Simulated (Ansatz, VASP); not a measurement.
One calculation of InTe4, two programs

```
In Te
1.0
     6.42690    0.00000    0.00000
    -3.21345    5.56586    0.00000
     0.00000    0.00000    5.94598
In Te
1 4
Direct
  0.00000 0.00000 0.50000
  0.50000 0.00000 0.00000
  0.00000 0.50000 0.00000
  0.50000 0.50000 0.00000
  0.00000 0.00000 0.00000
```

Alike in both runs: functional PBE; k mesh 3 × 3 × 4; occupations gaussian, width 0.1 eV; no spin polarisation.

Ansatz relaxed the structure, and its values are those at the end. VASP's run is a single point on that final structure, the one shown.

```csv
,VASP,Ansatz
version,VASP 6.6.1,Ansatz 0.2.0
potentials or method,"VASP PAW PBE potentials, release 64 (In_d, Te), cutoff 520 eV","scalar-relativistic, plane waves, PAW"
valence electrons in the cell,37,77
```

```csv
,VASP,Ansatz,Ansatz less VASP
gap on the k mesh at the Fermi level (eV),none,none,-
pressure (GPa),0.1,0.2,+0.04
```

A gap of «none» marks a metal or a gap that the smearing closes. With one functional, cell and mesh, what is left measures potentials, basis and numerics. VASP's potentials hold 37 valence electrons a cell and Ansatz's 77, so a difference there can come from the potentials and not from the codes.

The k mesh is coarse, so the values compare programs but aren't converged. Spin-orbit coupling is off throughout.
